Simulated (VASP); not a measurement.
CaO: single point with PBE

CaO:

```xyz
2
Lattice="0.0000 2.4394 2.4394 2.4394 0.0000 2.4394 2.4394 2.4394 0.0000" Properties=species:S:1:pos:R:3 pbc="T T T"
Ca    0.0000    0.0000    0.0000
O     2.4394    2.4394    2.4394
```

This cell differs from its parent crystal: volume scaled by 1.03.

```yaml
Program: VASP 6.6.1
Task: single point
Functional: PBE
Potentials_or_basis: VASP PAW PBE potentials, release 64 (Ca_sv, O)
Cutoff: 520 eV
k_mesh: 8 × 8 × 8
Occupations: gaussian, width 0.02 eV
Spin: no spin polarisation
```

```json
{
  "Pressure": "-2.5 GPa",
  "Band gap on the k mesh": "3.64 eV, indirect (least direct gap 4.03 eV)"
}
```

Levels at points of the mesh, in eV from the valence-band top:
```
           k point  band 6  band 7  band 8  band 9  band 10  band 11
(0.00, 0.00, 0.00)    0.00    0.00    0.00    4.36     6.11     6.11
(0.50, 0.00, 0.00)   -2.53   -1.12   -1.12    6.84     8.11     8.11
(0.50, 0.50, 0.00)   -1.32   -0.38   -0.38    3.64     7.72     8.64
```

Wall time 14 s on 1 thread of Intel(R) Xeon(R) Platinum 8259CL CPU @ 2.50GHz (Skylake/Cascade Lake), with other jobs on the host, peak memory 0.16 GiB.

 A k mesh can miss the band edges.
